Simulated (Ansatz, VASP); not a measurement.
**BaF2: VASP beside Ansatz**

```
CELL_PARAMETERS angstrom
0.00000 3.12301 3.12301
3.12301 0.00000 3.12301
3.12301 3.12301 0.00000
ATOMIC_POSITIONS crystal
Ba 0.00000 0.00000 0.00000
F 0.25000 0.25000 0.25000
F 0.75000 0.75000 0.75000
```

Alike in both runs: task relaxation of cell and atoms; functional PBE; k mesh 7 × 7 × 7; occupations fermi-dirac, width 0.02 eV; no spin polarisation.

|  | VASP | Ansatz |
| --- | --- | --- |
| version | VASP 6.6.1 | Ansatz 0.2.0 |
| potentials or method | VASP PAW PBE potentials, release 64 (Ba_sv, F), cutoff 600 eV | all-electron LAPW, scalar-relativistic |

```tsv
	VASP	Ansatz	Ansatz less VASP
gap on the k mesh at the Fermi level, each at its own relaxed structure (eV)	6.61	6.75	+0.135
relaxed volume (Å³/atom)	20.65	20.31	-0.342
relaxed length of the cell vector where the two differ most in proportion (Å)	4.441	4.417	-0.0246
```

Ansatz ran all-electron here, and VASP with PAW potentials.

Spin-orbit coupling is off throughout.
